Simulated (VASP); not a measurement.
The system is Si.

```xyz
1
Lattice="0.0000 1.9108 1.9108 1.9108 0.0000 1.9108 1.9108 1.9108 0.0000" Properties=species:S:1:pos:R:3 pbc="T T T"
Si    0.0000    0.0000    0.0000
```

```yaml
Program: VASP 6.6.1
Task: relaxation of cell and atoms
Functional: PBE
Dispersion: D3(BJ)
Potentials_or_basis: VASP PAW PBE potentials, release 64 (Si)
Cutoff: 600 eV
k_mesh: 18 × 18 × 18
Occupations: tetrahedron
Spin: no spin polarisation
```

At the start: pressure -2.0 GPa; volume 13.95 Å³/atom.

Q: Where does the relaxation end?

A: Over 4 steps the energy falls by 2.2 meV/atom and the volume is 13.65 Å³/atom (-2.2 %); space group Fm-3m (No. 225, to 0.05 Å).

Step by step:
| step | energy change (eV) | largest force (eV/Å) | pressure (GPa) | volume (Å³) |
| --- | --- | --- | --- | --- |
| 1 | 0.0000 | 0.0000 | -1.97 | 13.95 |
| 2 | -0.0022 | 0.0000 | 0.27 | 13.61 |
| 3 | -0.0022 | 0.0000 | 0.08 | 13.64 |
| 4 | -0.0022 | 0.0000 | 0.02 | 13.65 |

Final structure:
```
Si
1.0
     0.00000    1.89686    1.89686
     1.89686    0.00000    1.89686
     1.89686    1.89686    0.00000
Si
1
Direct
  0.00000 0.00000 0.00000
```

Caveat: pairwise dispersion overbinds metals, which lowers pressure and volume; tetrahedron occupations give inexact forces and stress in metals.
